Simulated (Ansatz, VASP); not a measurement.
SiMo3 in VASP and in Ansatz

```
Si Mo
1.0
     4.86159    0.00000    0.00000
     0.00000    4.86159    0.00000
     0.00000    0.00000    4.86159
Si Mo
2 6
Direct
  0.00000 0.00000 0.96298
  0.50000 0.50000 0.50000
  0.25000 0.00000 0.50000
  0.50000 0.75000 0.00000
  0.75000 0.00000 0.50000
  0.50000 0.25000 0.00000
  0.00000 0.50000 0.75000
  0.00000 0.50000 0.25000
```

Alike in both runs: task single point; functional PBEsol; k mesh 8 × 8 × 8; occupations gaussian, width 0.15 eV; no spin polarisation.

```csv
,VASP,Ansatz
version,VASP 6.6.1,Ansatz 0.2.0
potentials or method,"VASP PAW PBE potentials, release 64 (Si, Mo_sv), cutoff 520 eV","scalar-relativistic, plane waves, PAW"
valence electrons in the cell,92,92
```

|  | VASP | Ansatz | Ansatz less VASP |
| --- | --- | --- | --- |
| gap on the k mesh at the Fermi level (eV) | none | none | - |
| pressure (GPa) | 1.4 | 0.8 | -0.59 |
| traceless stress, the component that is largest in VASP (GPa) | 0.75 | 0.75 | -0.003 |
| rms of the force components (eV/Å) | 0.447 | 0.444 | -0.0032 |

VASP's potentials were made for PBE, not for PBEsol. Atom by atom the forces differ by 0.003 eV/Å (rms over components). A gap of «none» marks a metal or a gap that the smearing closes.
